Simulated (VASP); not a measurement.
Input of a VASP 6.6.1 run:

Contents of INCAR:

```
PREC = Accurate
ENCUT = 520
EDIFF = 1E-6
ISMEAR = -1
SIGMA = 0.01
LREAL = F
LASPH = T
NELM = 60
ALGO = Normal
ISIF = 2
LWAVE = F
LCHARG = F
GGA = PE
NBANDS = 18
```

The input KPOINTS:

```
regular mesh
0
Gamma
  9 9 9
```

File POSCAR:

```
HfO2
1.0
    0.0000000000      2.5052914730      2.5052914730
    2.5052914730      0.0000000000      2.5052914730
    2.5052914730      2.5052914730      0.0000000000
Hf O
1 2
Direct
    0.0000000000      0.0000000000      0.0000000000
    0.2500000000      0.2500000000      0.2500000000
    0.7500000000      0.7500000000      0.7500000000
```

Potentials or basis: VASP PAW PBE potentials, release 64 (Hf_pv, O).

Launch:

```console
$ cat potpaw_PBE.64/Hf_pv/POTCAR potpaw_PBE.64/O/POTCAR > POTCAR
$ mpirun -np 1 vasp_std > vasp.out
```

(1) Estimate the pressure.

(2) What does it give for the band gap on the k mesh?

## Answers

(1) 10.0 GPa.

(2) 4.01 eV, indirect (least direct gap 4.13 eV).

Caveat: spin-orbit coupling is left out, which moves the levels of the heavy elements.
